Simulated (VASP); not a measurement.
# AlSn (P-6m2) in VASP: relaxation of cell and atoms with PBEsol

Aim: the relaxation of cell and atoms of AlSn with PBEsol.

All numbers are computed with VASP 6.6.1; they aren't measurements. Logs are shortened: lines on timing, memory, paths and dates and some standing lists are left out, and cuts for length are marked.

### 1 The cell of the first run

It takes space group P-6m2 (No. 187, hexagonal). The conventional cell has a = 4.198 Å, b = 4.198 Å, c = 3.307 Å, α = 90.00°, β = 90.00°, γ = 120.00°. Al (site symmetry -6m2) has 6 Sn at 2.93 Å and 2 Al at 3.31 Å within 3.9 Å. Within 3.9 Å of Sn (site symmetry -6m2) lie 6 Al at 2.93 Å and 2 Sn at 3.31 Å.

### 2 Relaxation of cell and atoms, PBEsol

INCAR

```
SYSTEM = AlSn
  PREC = Accurate
  ENCUT = 500
  EDIFF = 1E-7
  ISMEAR = 0
  SIGMA = 0.1
  LREAL = .FALSE.
  LASPH = .TRUE.
  NELM = 120
  ALGO = Normal
  ISIF = 3
  LWAVE = .FALSE.
  LCHARG = .FALSE.
  GGA = PS
  IBRION = 2
  NSW = 30
  EDIFFG = -0.01
  GGA_COMPAT = .FALSE.
  NELMIN = 4
```

KPOINTS

```
regular mesh
0
G
  3 3 2
  0 0 0
```

POSCAR

```
AlSn
1.0
    4.1981056157      0.0000000000      0.0000000000
   -2.0990528078      3.6356661109      0.0000000000
    0.0000000000      0.0000000000      3.3068470000
Al Sn
1 1
Direct
    0.0000000000      0.0000000000      0.0000000000
    0.3333333333      0.6666666667      0.5000000000
```

Potentials or basis: VASP PAW PBE potentials, release 64 (Al, Sn_d).

Run with:

```console
> cat potpaw_PBE.64/Al/POTCAR potpaw_PBE.64/Sn_d/POTCAR > POTCAR
> mpirun -np 1 vasp_std > vasp.out
```

OUTCAR:

```text
SYSTEM = AlSn
   PREC = Accurate
   ENCUT = 500
   EDIFF = 1E-7
   ISMEAR = 0
   LREAL = .FALSE.
   LASPH = .TRUE.
   NELM = 120
   ISIF = 3
   GGA = PS
   IBRION = 2
   NSW = 30
   EDIFFG = -0.01
   NELMIN = 4

 ion  position               nearest neighbor table
   1  0.000  0.000  0.000-   2 2.93   2 2.93   2 2.93   2 2.93   2 2.93   2 2.93
   2  0.333  0.667  0.500-   1 2.93   1 2.93   1 2.93   1 2.93   1 2.93   1 2.93

  LATTYP: Found a hexagonal cell.
 ALAT       =     4.1981056157
 C/A-ratio  =     0.7876998110

  Lattice vectors:

 A1 = (   4.1981056157,   0.0000000000,   0.0000000000)
 A2 = (  -2.0990528078,   3.6356661109,   0.0000000000)
 A3 = (   0.0000000000,   0.0000000000,   3.3068470000)

Analysis of symmetry for initial positions (statically):
=====================================================================
 Subroutine PRICEL returns:
 Original cell was already a primitive cell.

 Routine SETGRP: Setting up the symmetry group for a
 hexagonal supercell.

 Subroutine GETGRP returns: Found 12 space group operations
 (whereof 12 operations were pure point group operations)
 out of a pool of 24 trial point group operations.

The static configuration has the point symmetry D_3h.

Analysis of symmetry for dynamics (positions and initial velocities):
=====================================================================
 Subroutine PRICEL returns:
 Original cell was already a primitive cell.

 Routine SETGRP: Setting up the symmetry group for a
 hexagonal supercell.

 Subroutine GETGRP returns: Found 12 space group operations
 (whereof 12 operations were pure point group operations)
 out of a pool of 24 trial point group operations.

The dynamic configuration has the point symmetry D_3h.

 Subroutine INISYM returns: Found 12 space group operations
 (whereof 12 operations are pure point group operations),
 and found     1 'primitive' translations

----------------------------------------------------------------------------------------

                                     Primitive cell

  volume of cell :      50.4721

  direct lattice vectors                    reciprocal lattice vectors
     4.198105616  0.000000000  0.000000000     0.238202678  0.137526380  0.000000000
    -2.099052808  3.635666111  0.000000000     0.000000000  0.275052760  0.000000000
     0.000000000  0.000000000  3.306847000     0.000000000  0.000000000  0.302402863

  length of vectors
     4.198105616  4.198105616  3.306847000     0.275052760  0.275052760  0.302402863

  position of ions in fractional coordinates (direct lattice)
     0.000000000  0.000000000  0.000000000
     0.333333333  0.666666667  0.500000000

  ion indices of the primitive-cell ions
   primitive index   ion index
                 1           1
                 2           2

----------------------------------------------------------------------------------------

 KPOINTS: regular mesh

Automatic generation of k-mesh.
 Grid dimensions read from file:
 generate k-points for:    3    3    2

 Generating k-lattice:

  Cartesian coordinates                     Fractional coordinates (reciprocal lattice)
     0.079400893  0.045842127  0.000000000     0.333333333  0.000000000  0.000000000
     0.000000000  0.091684253  0.000000000     0.000000000  0.333333333  0.000000000
     0.000000000  0.000000000  0.151201431     0.000000000  0.000000000  0.500000000

  Length of vectors
     0.091684253  0.091684253  0.151201431

  Shift w.r.t. Gamma in fractional coordinates (k-lattice)
     0.000000000  0.000000000  0.000000000

 Subroutine IBZKPT returns following result:
 ===========================================

 Found      6 irreducible k-points:

 Following reciprocal coordinates:
            Coordinates               Weight
  0.000000  0.000000  0.000000      1.000000
  0.333333 -0.000000  0.000000      6.000000
  0.333333  0.333333  0.000000      2.000000
  0.000000  0.000000  0.500000      1.000000
  0.333333 -0.000000  0.500000      6.000000
  0.333333  0.333333  0.500000      2.000000
   k-points           NKPTS =      6   k-points in BZ     NKDIM =      6   number of bands    NBANDS=     12
   number of dos      NEDOS =    301   number of ions     NIONS =      2
   total plane-waves  NPLWV =  24576
   dimension x,y,z NGX =    32 NGY =   32 NGZ =   24
   dimension x,y,z NGXF=    64 NGYF=   64 NGZF=   48
   ions per type =               1   1
   NGX,Y,Z   is equivalent  to a cutoff of  12.67, 12.67, 12.07 a.u.
   NGXF,Y,Z  is equivalent  to a cutoff of  25.34, 25.34, 24.13 a.u.
 SYSTEM =  AlSn
   PREC   = accura    normal or accurate (medium, high low for compatibility)
   ISTART =      0    job   : 0-new  1-cont  2-samecut
   ICHARG =      2    charge: 1-file 2-atom 10-const
   ISPIN  =      1    spin polarized calculation?
   LNONCOLLINEAR =      F non collinear calculations
   LSORBIT =      F    spin-orbit coupling
   LASPH  =      T    aspherical Exc in radial PAW
   ENCUT  =  500.0 eV  36.75 Ry    6.06 a.u.   7.65  7.65  6.03*2*pi/ulx,y,z
   NELM   =    120;   NELMIN=  4; NELMDL= -5     # of ELM steps
   EDIFF  = 0.1E-06   stopping-criterion for ELM
   LREAL  =      F    real-space projection
   EDIFFG = -.1E-01   stopping-criterion for IOM
   NSW    =     30    number of steps for IOM
   IBRION =      2    ionic relax: 0-MD 1-quasi-New 2-CG
   NFREE  =      1    steps in history (QN), initial steepest desc. (CG)
   ISIF   =      3    stress and relaxation
   ISYM   =      2    0-nonsym 1-usesym 2-fastsym
   POTIM  = 0.5000    time-step for ionic-motion
   TEBEG  =    0.0;   TEEND  =   0.0 temperature during run
   PSTRESS=    0.0 pullay stress
   NELECT =      17.0000    total number of electrons
   NUPDOWN=      -1.0000    fix difference up-down
   EMIN   =  10.00;   EMAX   =-10.00  energy-range for DOS
   EFERMI =   0.00;   METHOD = LEGACY
   ISMEAR =     0;   SIGMA  =   0.10  broadening in eV -4-tet -1-fermi 0-gaus
   EFERMI_NEDOS =   21; number of points for ismear=-14 and -15
   IALGO  =     38    algorithm
   IMIX   =      4    mixing-type and parameters
     AMIX     =   0.40;   BMIX     =  1.00
     AMIX_MAG =   1.60;   BMIX_MAG =  1.00
  volume/ion in A,a.u.               =      25.24       170.30
  Fermi-wavevector in a.u.,A,eV,Ry     =   1.139044  2.152482 17.652500  1.297422
  Thomas-Fermi vector in A             =   2.275748
   LORBIT       =      0    0 simple, 1 ext, 2 COOP (PROOUT), +10 PAW based schemes
   GGA     = PS    functional components
   LHFCALC =     F    Hartree Fock is set to
   AEXX    =    0.0000 exact exchange contribution
   IVDW    =     0    specifies the selected vdW correction
   LEPSILON=     F    determine dielectric tensor
   LRPA    =     F    only Hartree local field effects (RPA)
 conjugate gradient relaxation of ions
 non-spin polarized calculation
 Gauss-broadening in eV      SIGMA  =   0.10
  energy-cutoff  :      500.00
  volume of cell :       50.47
 maximum number of plane-waves:      1308
 NGX is ok and might be reduce to    30
   NGX = 15   NGY = 15   NGZ = 13

--------------------------------------- Ionic step        1  -------------------------------------------

 number of electron      16.9999993 magnetization

 Free energy of the ion-electron system (eV)
  ---------------------------------------------------
  ext. energy  EPLUGINS =         0.00000000
  ---------------------------------------------------
  free energy    TOTEN  =        -8.56328393 eV

  energy without entropy =       -8.56299993  energy(sigma->0) =       -8.56314193

------------------------ aborting loop because EDIFF is reached ----------------------------------------

  FORCE on cell =-STRESS in cart. coord.  units (eV):
  Direction    XX          YY          ZZ          XY          YZ          ZX
  --------------------------------------------------------------------------------------
  -------------------------------------------------------------------------------------
  Total        0.0284453      0.0284453     -2.9978605      0.0000000     -0.0000000      0.0000000
  in kB        0.9029611      0.9029611    -95.1635311      0.0000000     -0.0000000      0.0000000
  external PRESSURE =     -31.1192030 kB  Pullay stress =       0.0000000 kB

 VOLUME and BASIS-vectors are now :
 -----------------------------------------------------------------------------
  energy-cutoff  :      500.00
  volume of cell :       50.47
      direct lattice vectors                 reciprocal lattice vectors
     4.198105616  0.000000000  0.000000000     0.238202678  0.137526380  0.000000000
    -2.099052808  3.635666111  0.000000000     0.000000000  0.275052760  0.000000000
     0.000000000  0.000000000  3.306847000     0.000000000  0.000000000  0.302402863

 POSITION                                       TOTAL-FORCE (eV/Angst)
 -----------------------------------------------------------------------------------
      0.00000      0.00000      0.00000         0.000000      0.000000      0.000000
     -0.00000      2.42378      1.65342        -0.000000     -0.000000      0.000000
 -----------------------------------------------------------------------------------
    total drift:                                0.000000     -0.000000     -0.000000

  FREE ENERGIE OF THE ION-ELECTRON SYSTEM (eV)
  ---------------------------------------------------
  free  energy   TOTEN  =        -8.5632839293 eV
[... 197 lines left out ...]
 VOLUME and BASIS-vectors are now :
 -----------------------------------------------------------------------------
  energy-cutoff  :      500.00
  volume of cell :       48.47
      direct lattice vectors                 reciprocal lattice vectors
     4.212007551  0.000000000  0.000000000     0.237416478  0.137072468  0.000000000
    -2.106003775  3.647705540  0.000000000    -0.000000000  0.274144936  0.000000000
    -0.000000000 -0.000000000  3.154506601    -0.000000000 -0.000000000  0.317006786

 POSITION                                       TOTAL-FORCE (eV/Angst)
 -----------------------------------------------------------------------------------
      2.10600      3.64771      0.00000         0.000000     -0.000000      0.000000
     -0.00000      2.43180      1.57725        -0.000000      0.000000      0.000000
 -----------------------------------------------------------------------------------
    total drift:                                0.000001     -0.000000     -0.000000

  FREE ENERGIE OF THE ION-ELECTRON SYSTEM (eV)
  ---------------------------------------------------
  free  energy   TOTEN  =        -8.6376499690 eV

  energy  without entropy=       -8.6376499690  energy(sigma->0) =       -8.63764997

--------------------------------------- Ionic step        8  -------------------------------------------

 number of electron      16.9999994 magnetization

 Free energy of the ion-electron system (eV)
  ---------------------------------------------------
  ext. energy  EPLUGINS =         0.00000000
  ---------------------------------------------------
  free energy    TOTEN  =        -8.63765984 eV

  energy without entropy =       -8.63765984  energy(sigma->0) =       -8.63765984

 E-fermi :   6.6273     XC(G=0):  -9.8118

 val. band max:        6.1771332028   @ k =   0.0000   0.0000   0.0000
 cond. band min:       7.0603149343   @ k =   0.3333   0.3333   0.5000
 fundamental gap:      0.8831817314
 Fermi energy:         6.6272717170

 k-point     1 :       0.0000    0.0000    0.0000
  band No.  band energies     occupation
      1     -14.6226      2.00000
      2     -14.4748      2.00000
      3     -14.4748      2.00000
      4     -14.4278      2.00000
      5     -14.4278      2.00000
      6      -4.0168      2.00000
      7       6.1771      2.00000
      8       6.1771      2.00000
      9       7.1914      0.00000
     10       9.6119      0.00000
     11       9.6119      0.00000
     12      10.3909      0.00000

 k-point     2 :       0.3333   -0.0000    0.0000
  band No.  band energies     occupation
      1     -14.6167      2.00000
      2     -14.4768      2.00000
      3     -14.4595      2.00000
      4     -14.4320      2.00000
      5     -14.4290      2.00000
      6      -2.9448      2.00000
      7       1.4316      2.00000
      8       4.8703      2.00000
      9       7.3668      0.00000
     10      11.4662      0.00000
     11      13.1441      0.00000
     12      13.1920      0.00000
[... 71 lines left out ...]
 VOLUME and BASIS-vectors are now :
 -----------------------------------------------------------------------------
  energy-cutoff  :      500.00
  volume of cell :       48.44
      direct lattice vectors                 reciprocal lattice vectors
     4.212007737  0.000000000  0.000000000     0.237416468  0.137072462  0.000000000
    -2.106003869  3.647705701 -0.000000000    -0.000000000  0.274144923  0.000000000
    -0.000000000 -0.000000000  3.152798466    -0.000000000 -0.000000000  0.317178535

 POSITION                                       TOTAL-FORCE (eV/Angst)
 -----------------------------------------------------------------------------------
     -0.00000     -0.00000      0.00000        -0.000000     -0.000000      0.000000
     -0.00000      2.43180      1.57640         0.000000      0.000000      0.000000
 -----------------------------------------------------------------------------------
    total drift:                                0.000001     -0.000000     -0.000000

  FREE ENERGIE OF THE ION-ELECTRON SYSTEM (eV)
  ---------------------------------------------------
  free  energy   TOTEN  =        -8.6376598434 eV

  energy  without entropy=       -8.6376598434  energy(sigma->0) =       -8.63765984

 reached required accuracy - stopping structural energy minimisation
```

Wall time 33 s (1 thread of Intel Xeon Platinum 8375C at 2.90GHz (Ice Lake), shared host); peak memory 0.16 GiB.

Results:

* Free energy: -8.6377 eV
* Relaxed volume: 24.22 Å³/atom
* Relaxed cell: a = 4.212 Å, b = 4.212 Å, c = 3.153 Å, α = 90.00°, β = 90.00°, γ = 120.00°
* Space group after relaxing (to 0.05 Å): P-6m2 (No. 187)
* Energy gained by relaxing: 37.2 meV/atom
* Ionic steps: 8
* Pressure after relaxing: 0.0 GPa

The path:
```csv
step,energy change (eV),largest force (eV/Å),pressure (GPa),volume (Å³)
1,0.0000,0.0000,-3.11,50.47
2,-0.0461,0.0000,2.82,46.89
3,-0.0740,0.0000,0.27,48.18
4,-0.0740,0.0000,0.37,48.14
5,-0.0744,0.0000,0.05,48.42
6,-0.0744,0.0000,0.08,48.40
7,-0.0744,0.0000,-0.04,48.47
8,-0.0744,0.0000,0.01,48.44
```

Final structure:
```
Al Sn
1.0
     4.21201    0.00000    0.00000
    -2.10600    3.64771    0.00000
     0.00000    0.00000    3.15280
Al Sn
1 1
Direct
  0.00000 0.00000 0.00000
  0.33333 0.66667 0.50000
```

Levels at points of the mesh, in eV from the Fermi level:
```tsv
k point	band 5	band 6	band 7	band 8	band 9	band 10	band 11	band 12
(0.00, 0.00, 0.00)	-21.06	-10.64	-0.45	-0.45	0.56	2.98	2.98	3.76
(0.00, 0.00, 0.50)	-20.98	-7.19	-6.07	2.83	2.83	3.81	3.81	3.83
```

Caveat: the k points lie up to 1.00 Å⁻¹ apart in the final cell; the PAW data sets were made with another functional, which shifts forces and pressure a little; spin-orbit coupling is left out, which moves the levels of the heavy elements.
